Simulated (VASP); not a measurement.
# ScGaSe (P4/mmm) in VASP: further runs

ScGaSe is run at these levels: PBE; tasks: single point, relaxation of cell and atoms.

Program: VASP 6.6.1. These are calculated values, not measurements. Logs are shortened: lines on timing, memory, paths and dates and some standing lists are left out, and cuts for length are marked.

### 1 The cell of the first run

The structure is tetragonal, space group P4/mmm (No. 123). The conventional cell has a = 3.394 Å, b = 3.394 Å, c = 7.006 Å, α = 90.00°, β = 90.00°, γ = 90.00°. Sc (site symmetry 4/mmm) has 4 Ga at 2.40 Å within 3.2 Å. Within 3.2 Å of Ga (site symmetry 4/mmm) lie 4 Sc at 2.40 Å. Se (site symmetry 4/mmm) has 4 Se at 3.39 Å and 2 Sc at 3.50 Å and 8 Ga at 4.25 Å within 4.5 Å.

The cell was generated, and may not be a known phase.

### 2 Single point, PBE

Contents of INCAR:

```
SYSTEM = ScGaSe
  PREC = Accurate
  ENCUT = 520
  EDIFF = 1E-7
  ISMEAR = 0
  SIGMA = 0.1
  LREAL = .FALSE.
  LASPH = .TRUE.
  NELM = 80
  ALGO = Normal
  ISIF = 2
  LWAVE = .FALSE.
  LCHARG = .FALSE.
  GGA = PE
  NBANDS = 22
```

Contents of KPOINTS:

```
regular mesh
0
G
  6 6 4
  0 0 0
```

Contents of POSCAR:

```
ScGaSe
1.0
    3.3937302000      0.0000000000      0.0000000000
    0.0000000000      3.3937302000      0.0000000000
    0.0000000000      0.0000000000      7.0058850000
Sc Ga Se
1 1 1
Direct
    0.5000000000      0.5000000000      0.0000000000
    0.0000000000      0.0000000000      0.0000000000
    0.5000000000      0.5000000000      0.5000000000
```

Potentials or basis: VASP PAW PBE potentials, release 64 (Sc_sv, Ga_d, Se).

Run with:

```
cat potpaw_PBE.64/Sc_sv/POTCAR potpaw_PBE.64/Ga_d/POTCAR potpaw_PBE.64/Se/POTCAR > POTCAR
mpirun -np 1 vasp_std > vasp.out
```

OUTCAR:

```text
SYSTEM = ScGaSe
   PREC = Accurate
   ENCUT = 520
   EDIFF = 1E-7
   ISMEAR = 0
   LREAL = .FALSE.
   LASPH = .TRUE.
   NELM = 80
   ISIF = 2
   GGA = PE

 ion  position               nearest neighbor table
   1  0.500  0.500  0.000-   2 2.40   2 2.40   2 2.40   2 2.40
   2  0.000  0.000  0.000-   1 2.40   1 2.40   1 2.40   1 2.40
   3  0.500  0.500  0.500-

  LATTYP: Found a simple tetragonal cell.
 ALAT       =     3.3937302000
 C/A-ratio  =     2.0643612153

  Lattice vectors:

 A1 = (   3.3937302000,   0.0000000000,   0.0000000000)
 A2 = (   0.0000000000,   3.3937302000,   0.0000000000)
 A3 = (   0.0000000000,   0.0000000000,   7.0058850000)

Analysis of symmetry for initial positions (statically):
=====================================================================
 Subroutine PRICEL returns:
 Original cell was already a primitive cell.

 Routine SETGRP: Setting up the symmetry group for a
 simple tetragonal supercell.

 Subroutine GETGRP returns: Found 16 space group operations
 (whereof 16 operations were pure point group operations)
 out of a pool of 16 trial point group operations.

The static configuration has the point symmetry D_4h.

Analysis of symmetry for dynamics (positions and initial velocities):
=====================================================================
 Subroutine PRICEL returns:
 Original cell was already a primitive cell.

 Routine SETGRP: Setting up the symmetry group for a
 simple tetragonal supercell.

 Subroutine GETGRP returns: Found 16 space group operations
 (whereof 16 operations were pure point group operations)
 out of a pool of 16 trial point group operations.

The dynamic configuration has the point symmetry D_4h.

 Subroutine INISYM returns: Found 16 space group operations
 (whereof 16 operations are pure point group operations),
 and found     1 'primitive' translations

----------------------------------------------------------------------------------------

                                     Primitive cell

  volume of cell :      80.6896

  direct lattice vectors                    reciprocal lattice vectors
     3.393730200  0.000000000  0.000000000     0.294661019  0.000000000  0.000000000
     0.000000000  3.393730200  0.000000000     0.000000000  0.294661019  0.000000000
     0.000000000  0.000000000  7.005885000     0.000000000  0.000000000  0.142737142

  length of vectors
[... 83 lines left out ...]
   NELM   =     80;   NELMIN=  2; NELMDL= -5     # of ELM steps
   EDIFF  = 0.1E-06   stopping-criterion for ELM
   LREAL  =      F    real-space projection
   EDIFFG = 0.1E-05   stopping-criterion for IOM
   NSW    =      0    number of steps for IOM
   IBRION =     -1    ionic relax: 0-MD 1-quasi-New 2-CG
   NFREE  =      0    steps in history (QN), initial steepest desc. (CG)
   ISIF   =      2    stress and relaxation
   ISYM   =      2    0-nonsym 1-usesym 2-fastsym
   POTIM  = 0.5000    time-step for ionic-motion
   TEBEG  =    0.0;   TEEND  =   0.0 temperature during run
   PSTRESS=    0.0 pullay stress
   NELECT =      30.0000    total number of electrons
   NUPDOWN=      -1.0000    fix difference up-down
   EMIN   =  10.00;   EMAX   =-10.00  energy-range for DOS
   EFERMI =   0.00;   METHOD = LEGACY
   ISMEAR =     0;   SIGMA  =   0.10  broadening in eV -4-tet -1-fermi 0-gaus
   EFERMI_NEDOS =   21; number of points for ismear=-14 and -15
   IALGO  =     38    algorithm
   IMIX   =      4    mixing-type and parameters
     AMIX     =   0.40;   BMIX     =  1.00
     AMIX_MAG =   1.60;   BMIX_MAG =  1.00
  volume/ion in A,a.u.               =      26.90       181.51
  Fermi-wavevector in a.u.,A,eV,Ry     =   1.177180  2.224547 18.854296  1.385752
  Thomas-Fermi vector in A             =   2.313531
   LORBIT       =      0    0 simple, 1 ext, 2 COOP (PROOUT), +10 PAW based schemes
   GGA     = PE    functional components
   LHFCALC =     F    Hartree Fock is set to
   AEXX    =    0.0000 exact exchange contribution
   IVDW    =     0    specifies the selected vdW correction
   LEPSILON=     F    determine dielectric tensor
   LRPA    =     F    only Hartree local field effects (RPA)
 non-spin polarized calculation
 Gauss-broadening in eV      SIGMA  =   0.10
  energy-cutoff  :      520.00
  volume of cell :       80.69
 maximum number of plane-waves:      2208
 NGX is ok and might be reduce to    28
   NGX = 13   NGY = 13   NGZ = 27

 number of electron      29.9999999 magnetization

 Free energy of the ion-electron system (eV)
  ---------------------------------------------------
  ext. energy  EPLUGINS =         0.00000000
  ---------------------------------------------------
  free energy    TOTEN  =        -9.75601479 eV

  energy without entropy =       -9.71993670  energy(sigma->0) =       -9.73797574

 E-fermi :   2.0671     XC(G=0):  -9.0041

 val. band max:        2.0650792719   @ k =   0.5000   0.1667   0.0000
 cond. band min:       2.0942214692   @ k =   0.1667   0.1667   0.2500
 fundamental gap:      0.0291421973
 Fermi energy:         2.0671320530

 k-point     1 :       0.0000    0.0000    0.0000
  band No.  band energies     occupation
      1     -46.8022      2.00000
      2     -25.6046      2.00000
      3     -25.4332      2.00000
      4     -25.4332      2.00000
      5     -12.7787      2.00000
      6     -12.7441      2.00000
[... 589 lines left out ...]
     21       6.3833      0.00000
     22       8.0586      0.00000

 [... further k-points ...]

------------------------ aborting loop because EDIFF is reached ----------------------------------------

  FORCE on cell =-STRESS in cart. coord.  units (eV):
  Direction    XX          YY          ZZ          XY          YZ          ZX
  --------------------------------------------------------------------------------------
  -------------------------------------------------------------------------------------
  Total       10.4107644     10.4107644     -5.5245400      0.0000000      0.0000000      0.0000000
  in kB      206.7167031    206.7167031   -109.6955666      0.0000000      0.0000000      0.0000000
  external PRESSURE =     101.2459465 kB  Pullay stress =       0.0000000 kB

 VOLUME and BASIS-vectors are now :
 -----------------------------------------------------------------------------
  energy-cutoff  :      520.00
  volume of cell :       80.69
      direct lattice vectors                 reciprocal lattice vectors
     3.393730200  0.000000000  0.000000000     0.294661019  0.000000000  0.000000000
     0.000000000  3.393730200  0.000000000     0.000000000  0.294661019  0.000000000
     0.000000000  0.000000000  7.005885000     0.000000000  0.000000000  0.142737142

 POSITION                                       TOTAL-FORCE (eV/Angst)
 -----------------------------------------------------------------------------------
      1.69687      1.69687      0.00000         0.000000      0.000000      0.000000
      0.00000      0.00000      0.00000         0.000000      0.000000      0.000000
      1.69687      1.69687      3.50294         0.000000      0.000000      0.000000
 -----------------------------------------------------------------------------------
    total drift:                                0.000000      0.000000     -0.000000

  FREE ENERGIE OF THE ION-ELECTRON SYSTEM (eV)
  ---------------------------------------------------
  free  energy   TOTEN  =        -9.7560147864 eV

  energy  without entropy=       -9.7199366954  energy(sigma->0) =       -9.73797574
```

OSZICAR:

```text
N       E                     dE             d eps       ncg     rms          rms(c)
DAV:   1     0.310879894580E+03    0.31088E+03   -0.14896E+04  1344   0.171E+03
DAV:   2     0.147959335066E+02   -0.29608E+03   -0.28850E+03  1406   0.485E+02
DAV:   3    -0.101366727427E+02   -0.24933E+02   -0.23938E+02  1892   0.138E+02
DAV:   4    -0.109872736502E+02   -0.85060E+00   -0.84496E+00  1478   0.243E+01
DAV:   5    -0.110162013144E+02   -0.28928E-01   -0.28919E-01  2026   0.507E+00    0.105E+01
DAV:   6    -0.106824838194E+02    0.33372E+00   -0.91913E+00  1916   0.119E+01    0.511E+00
DAV:   7    -0.100554364829E+02    0.62705E+00   -0.91382E+00  1906   0.854E+00    0.381E+00
DAV:   8    -0.976043307568E+01    0.29500E+00   -0.11562E+00  1928   0.408E+00    0.900E-01
DAV:   9    -0.975606255592E+01    0.43705E-02   -0.31299E-02  1968   0.136E+00    0.293E-01
DAV:  10    -0.975602251223E+01    0.40044E-04   -0.47849E-03  1810   0.703E-01    0.122E-01
DAV:  11    -0.975600705905E+01    0.15453E-04   -0.74047E-04  2062   0.190E-01    0.336E-02
DAV:  12    -0.975601617951E+01   -0.91205E-05   -0.89321E-05  1712   0.503E-02    0.111E-02
DAV:  13    -0.975601541372E+01    0.76579E-06   -0.12300E-05  1688   0.202E-02    0.561E-03
DAV:  14    -0.975601471560E+01    0.69812E-06   -0.15734E-06  1296   0.802E-03    0.148E-03
DAV:  15    -0.975601478642E+01   -0.70822E-07   -0.25751E-07  1242   0.405E-03
   1 F= -.97560148E+01 E0= -.97379757E+01  d E =-.360781E-01
```

Wall time 54 s (1 thread of AMD EPYC 7R13 (Zen 3), shared host); peak memory 0.2 GiB.

Results:

| Item | Value |
| --- | --- |
| Free energy | -9.7560 eV |
| Pressure | 10.1 GPa |
| Band gap on the k mesh | zero (bands 15 and 16 overlap by 1.08 eV) |

Levels at points of the mesh, in eV from the Fermi level:
```
           k point  band 11  band 12  band 13  band 14  band 15  band 16  band 17  band 18  band 19  band 20
(0.00, 0.00, 0.00)    -7.59    -2.94     0.19     0.86     0.86     1.47     1.59     2.83     2.83     2.98
(0.50, 0.00, 0.00)    -5.04    -3.01    -2.83    -1.46    -0.88    -0.05     1.38     2.24     3.00     4.04
(0.50, 0.50, 0.00)    -5.39    -2.21    -2.21    -0.58     0.14     0.14     1.23     1.23     2.73     3.22
(0.00, 0.00, 0.50)    -7.69    -2.29    -0.45     0.19     0.84     0.84     2.91     2.91     2.98     3.10
(0.50, 0.00, 0.50)    -4.96    -3.23    -3.18    -1.32    -0.38    -0.05     1.35     3.06     3.31     4.31
(0.50, 0.50, 0.50)    -5.39    -2.19    -2.19    -0.86    -0.05    -0.05     1.46     1.46     2.90     3.46
```

Caveat: the stress differs along the axes, from -11 to 21 GPa.

### 3 Single point, PBE

This run uses another cell than the first one, of 27.90 Å³/atom.

Contents of INCAR:

```
PREC = Accurate ; ENCUT = 520
EDIFF = 1E-6 ; ISMEAR = 0
SIGMA = 0.1 ; LREAL = F
LASPH = T ; NELM = 100
ALGO = Normal ; ISIF = 2
LWAVE = F ; LCHARG = T
GGA = PE ; LELF = T
LVHAR = T ; NBANDS = 22
```

Contents of KPOINTS:

```
Automatic mesh
0
Gamma
  6 6 4
```

Contents of POSCAR:

```
ScGaSe
1.0
    4.0917753029      0.0000000000      0.0000000000
    0.0000000000      4.0917753029      0.0000000000
    0.0000000000      0.0000000000      4.9995385204
Sc Ga Se
1 1 1
Direct
    0.5000000000      0.5000000000      0.0000000000
    0.0000000000      0.0000000000      0.0000000000
    0.5000000000      0.5000000000      0.5000000000
```

Potentials or basis: VASP PAW PBE potentials, release 64 (Sc_sv, Ga_d, Se).

Run with:

```
cat potpaw_PBE.64/Sc_sv/POTCAR potpaw_PBE.64/Ga_d/POTCAR potpaw_PBE.64/Se/POTCAR > POTCAR
mpirun -np 1 vasp_std > vasp.out
```

It took 48 s on 1 thread of AMD EPYC 7R13 (Zen 3), shared host; peak memory 0.19 GiB.

The run converged. Its results:

| Quantity | Value |
| --- | --- |
| Free energy | -13.7815 eV |
| Pressure | 0.3 GPa |
| Band gap on the k mesh | zero (bands 15 and 16 overlap by 1.72 eV) |

Levels at points of the mesh, in eV from the Fermi level:
```csv
k point,band 11,band 12,band 13,band 14,band 15,band 16,band 17,band 18,band 19,band 20
"(0.00, 0.00, 0.00)",-6.21,-2.46,-0.86,-0.86,0.56,1.83,1.83,1.91,3.04,3.14
"(0.50, 0.00, 0.00)",-5.65,-1.97,-1.86,-1.34,-0.45,0.03,0.13,1.93,2.46,3.52
"(0.50, 0.50, 0.00)",-5.13,-2.71,-2.71,-1.56,1.09,1.09,1.13,1.13,2.53,2.64
"(0.00, 0.00, 0.50)",-6.69,-3.13,-1.23,-1.23,0.66,0.86,1.93,2.39,2.39,3.44
"(0.50, 0.00, 0.50)",-5.24,-4.03,-3.19,-1.45,-1.03,0.10,2.51,2.85,3.48,3.77
"(0.50, 0.50, 0.50)",-5.00,-3.47,-2.51,-2.51,-0.64,-0.64,1.51,2.65,2.87,3.11
```

### 4 Relaxation of cell and atoms, PBE

Contents of INCAR:

```
SYSTEM = ScGaSe
PREC     = Accurate       ! precision mode
ENCUT    = 600            ! plane-wave cutoff, eV
EDIFF    = 1E-6           ! SCF threshold, eV
ISMEAR   = 0              ! smearing method
SIGMA    = 0.1            ! smearing width, eV
LREAL    = .False.        ! projectors in reciprocal space
LASPH    = .True.         ! aspherical terms in the spheres
NELM     = 60             ! most SCF steps
ALGO     = Normal         ! electronic algorithm
ISIF     = 3              ! what is computed and relaxed
LWAVE    = .False.        ! write WAVECAR
LCHARG   = .False.        ! write CHGCAR
GGA      = PE             ! functional
IBRION   = 2              ! ionic algorithm
NSW      = 90             ! ionic steps
EDIFFG   = -0.04          ! ionic threshold
```

Contents of KPOINTS:

```
regular mesh
0
Gamma
  6 6 4
  0 0 0
```

Contents of POSCAR:

```
ScGaSe
1.0
    3.3937302000      0.0000000000      0.0000000000
    0.0000000000      3.3937302000      0.0000000000
    0.0000000000      0.0000000000      7.0058850000
Sc Ga Se
1 1 1
Direct
    0.5000000000      0.5000000000      0.0000000000
    0.0000000000      0.0000000000      0.0000000000
    0.5000000000      0.5000000000      0.5000000000
```

Run with:

```
cat potpaw_PBE.64/Sc_sv/POTCAR potpaw_PBE.64/Ga_d/POTCAR potpaw_PBE.64/Se/POTCAR > POTCAR
mpirun -np 1 vasp_std > vasp.out
```

It took 7.3 min on 1 thread of AMD EPYC 7R13 (Zen 3), shared host; peak memory 0.22 GiB.

The run converged. Its results:

```
Free energy                           : -13.7777 eV
Relaxed volume                        : 28.18 Å³/atom
Relaxed cell                          : a = 4.109 Å, b = 4.109 Å, c = 5.007 Å, α = 90.00°, β = 90.00°, γ = 90.00°
Space group after relaxing (to 0.1 Å) : P4/mmm (No. 123)
Energy gained by relaxing             : 1340.5 meV/atom
Ionic steps                           : 13
Pressure after relaxing               : -0.1 GPa
Band gap on the k mesh                : zero (bands 15 and 16 overlap by 1.71 eV)
```

The path:
| step | energy change (eV) | largest force (eV/Å) | pressure (GPa) | volume (Å³) |
| --- | --- | --- | --- | --- |
| 1 | 0.0000 | 0.0000 | 10.14 | 80.69 |
| 2 | -2.1871 | 0.0000 | -4.99 | 100.23 |
| 3 | -2.5632 | 0.0000 | -7.41 | 110.84 |
| 4 | -3.0737 | 0.0000 | 5.98 | 92.12 |
| 5 | -3.8065 | 0.0000 | -3.53 | 99.19 |
| 6 | -3.8090 | 0.0000 | -3.33 | 98.93 |
| 7 | -3.8096 | 0.0000 | -3.10 | 98.67 |
| 8 | -3.9815 | 0.0000 | -1.72 | 90.03 |
| 9 | -4.0204 | 0.0000 | -0.44 | 85.28 |
| 10 | -4.0212 | 0.0000 | -0.21 | 84.47 |
| 11 | -4.0211 | 0.0000 | -0.30 | 84.74 |
| 12 | -4.0206 | 0.0000 | 0.22 | 84.25 |
| 13 | -4.0216 | 0.0000 | -0.09 | 84.54 |

Final structure:
```yaml
crystal:
  lattice:
    - [4.10921, 0.00000, 0.00000]
    - [0.00000, 4.10921, 0.00000]
    - [0.00000, 0.00000, 5.00671]
  atoms:
    - { symbol: Sc, position: [0.50000, 0.50000, 0.00000] }
    - { symbol: Ga, position: [0.00000, 0.00000, 0.00000] }
    - { symbol: Se, position: [0.50000, 0.50000, 0.50000] }
```

Levels at points of the mesh, in eV from the Fermi level:
| k point | band 13 | band 14 | band 15 | band 16 | band 17 | band 18 |
| --- | --- | --- | --- | --- | --- | --- |
| (0.00, 0.00, 0.00) | -0.87 | -0.87 | 0.56 | 1.81 | 1.81 | 1.88 |
| (0.50, 0.00, 0.00) | -1.87 | -1.34 | -0.47 | 0.03 | 0.15 | 1.90 |
| (0.50, 0.50, 0.00) | -2.69 | -1.57 | 1.08 | 1.08 | 1.13 | 1.13 |
| (0.00, 0.00, 0.50) | -1.24 | -1.24 | 0.66 | 0.86 | 1.90 | 2.36 |
| (0.50, 0.00, 0.50) | -3.16 | -1.44 | -1.05 | 0.09 | 2.48 | 2.84 |
| (0.50, 0.50, 0.50) | -2.49 | -2.49 | -0.63 | -0.63 | 1.51 | 2.61 |

Caveat: a cell axis changed by over 15 % at a fixed basis, so the end point is rough.

### 5 Single point, PBE

This run uses another cell than the first one, of 28.09 Å³/atom.

Contents of INCAR:

```
SYSTEM = ScGaSe
PREC = Accurate ; ENCUT = 520
EDIFF = 1E-6 ; ISMEAR = 0
SIGMA = 0.1 ; LREAL = .FALSE.
LASPH = .TRUE. ; NELM = 100
ALGO = Normal ; ISIF = 2
LWAVE = .FALSE. ; LCHARG = .FALSE.
GGA = PE ; NBANDS = 22
```

Contents of KPOINTS:

```
Automatic mesh
0
G
  12 12 10
  0 0 0
```

Contents of POSCAR:

```
ScGaSe
1.0
    4.1061350226      0.0000000000      0.0000000000
    0.0000000000      4.1061350226      0.0000000000
    0.0000000000      0.0000000000      4.9981732414
Sc Ga Se
1 1 1
Direct
    0.5000000000      0.5000000000      0.0000000000
    0.0000000000      0.0000000000      0.0000000000
    0.5000000000      0.5000000000      0.5000000000
```

Potentials or basis: VASP PAW PBE potentials, release 64 (Sc_sv, Ga_d, Se).

Run with:

```
cat potpaw_PBE.64/Sc_sv/POTCAR potpaw_PBE.64/Ga_d/POTCAR potpaw_PBE.64/Se/POTCAR > POTCAR
mpirun -np 1 vasp_std > vasp.out
```

OUTCAR:

```text
SYSTEM = ScGaSe
   PREC = Accurate
   ENCUT = 520
   EDIFF = 1E-6
   ISMEAR = 0
   LREAL = .FALSE.
   LASPH = .TRUE.
   NELM = 100
   ISIF = 2
   GGA = PE

 ion  position               nearest neighbor table
   1  0.500  0.500  0.000-   3 2.50   3 2.50   2 2.90   2 2.90   2 2.90   2 2.90
   2  0.000  0.000  0.000-   1 2.90   1 2.90   1 2.90   1 2.90
   3  0.500  0.500  0.500-   1 2.50   1 2.50

  LATTYP: Found a simple tetragonal cell.
 ALAT       =     4.1061350226
 C/A-ratio  =     1.2172452230

[... 793 lines left out ...]

  FORCE on cell =-STRESS in cart. coord.  units (eV):
  Direction    XX          YY          ZZ          XY          YZ          ZX
  --------------------------------------------------------------------------------------
  -------------------------------------------------------------------------------------
  Total        0.0321064      0.0321064      0.1529078      0.0000000      0.0000000      0.0000000
  in kB        0.6104140      0.6104140      2.9071171      0.0000000      0.0000000      0.0000000
  external PRESSURE =       1.3759817 kB  Pullay stress =       0.0000000 kB

 VOLUME and BASIS-vectors are now :
 -----------------------------------------------------------------------------
  energy-cutoff  :      520.00
  volume of cell :       84.27
      direct lattice vectors                 reciprocal lattice vectors
     4.106135023  0.000000000  0.000000000     0.243538022  0.000000000  0.000000000
     0.000000000  4.106135023  0.000000000     0.000000000  0.243538022  0.000000000
     0.000000000  0.000000000  4.998173241     0.000000000  0.000000000  0.200073097

 POSITION                                       TOTAL-FORCE (eV/Angst)
 -----------------------------------------------------------------------------------
      2.05307      2.05307      0.00000         0.000000      0.000000      0.000000
      0.00000      0.00000      0.00000         0.000000      0.000000      0.000000
      2.05307      2.05307      2.49909         0.000000      0.000000      0.000000
 -----------------------------------------------------------------------------------
    total drift:                                0.000000     -0.000000     -0.000000

  FREE ENERGIE OF THE ION-ELECTRON SYSTEM (eV)
  ---------------------------------------------------
  free  energy   TOTEN  =       -13.8060117649 eV

  energy  without entropy=      -13.7957123380  energy(sigma->0) =      -13.80086205
```

It took 4 min on 1 thread of AMD EPYC 7R13 (Zen 3), shared host; peak memory 0.43 GiB.

What came out:

- Free energy: -13.8060 eV
- Pressure: 0.1 GPa
- Band gap on the k mesh: zero (bands 15 and 16 overlap by 1.71 eV)

(Continued in part 2 of 2.)

The gap in the log of VASP goes by the Fermi energy; the results here count the filled bands.